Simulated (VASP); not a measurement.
Set up this calculation in VASP 6.6.1, as the native input.

```yaml
Task: single point
Functional: r2SCAN
Potentials_or_basis: VASP PAW PBE potentials, release 64 (Al)
Cutoff: 520 eV
k_mesh: 20 × 20 × 20
Occupations: gaussian, width 0.15 eV
Spin: no spin polarisation
Dipole_correction: no
Further_INCAR_settings: ALGO = Normal; EDIFF = 1e-06; NBANDS = 8
```

Al:

```
Al
1.0
    -1.63896    1.63896    1.54348
     1.63896   -1.63896    1.54348
     1.63896    1.63896   -1.54348
Al
1
Direct
  0.00000 0.00000 0.00000
```

This cell differs from its parent crystal: strain +0.030 along x and y, -0.030 along z.

One way to write it, as run:

POSCAR

```
Al
1.0
   -1.6389552507      1.6389552507      1.5434821293
    1.6389552507     -1.6389552507      1.5434821293
    1.6389552507      1.6389552507     -1.5434821293
Al
1
Direct
    0.0000000000      0.0000000000      0.0000000000
```

INCAR.step1

```
PREC = Accurate ; ENCUT = 520
ISMEAR = 0 ; SIGMA = 0.15
LREAL = False ; LASPH = True
NELM = 60 ; NBANDS = 8
GGA = PE ; ALGO = Normal
EDIFF = 1E-4 ; LWAVE = True
LCHARG = False
```

INCAR.step2

```
PREC = Accurate ; ENCUT = 520
EDIFF = 1E-6 ; ISMEAR = 0
SIGMA = 0.15 ; LREAL = False
LASPH = True ; NELM = 60
ALGO = Normal ; ISIF = 2
LWAVE = False ; LCHARG = False
METAGGA = R2SCAN ; LMIXTAU = True
NBANDS = 8 ; ISTART = 1
```

KPOINTS

```
Automatic mesh
0
Gamma
  20 20 20
```

Potentials or basis: VASP PAW PBE potentials, release 64 (Al).

Launch:

```sh
$ cat potpaw_PBE.64/Al/POTCAR > POTCAR
$ cp INCAR.step1 INCAR
$ mpirun -np 1 vasp_std > vasp.out
$ cp INCAR.step2 INCAR
$ mpirun -np 1 vasp_std > vasp.out
```

It gave:

```json
{"Pressure": "-2.1 GPa"}
```

Caveat: the cell differs from its parent crystal (strain +0.030 along x and y, -0.030 along z); the PAW data sets were made with another functional, which shifts forces and pressure a little.

Run time: 110 s on 1 thread of Intel(R) Xeon(R) Platinum 8488C (Sapphire Rapids), on a shared host, peak memory 0.19 GiB.
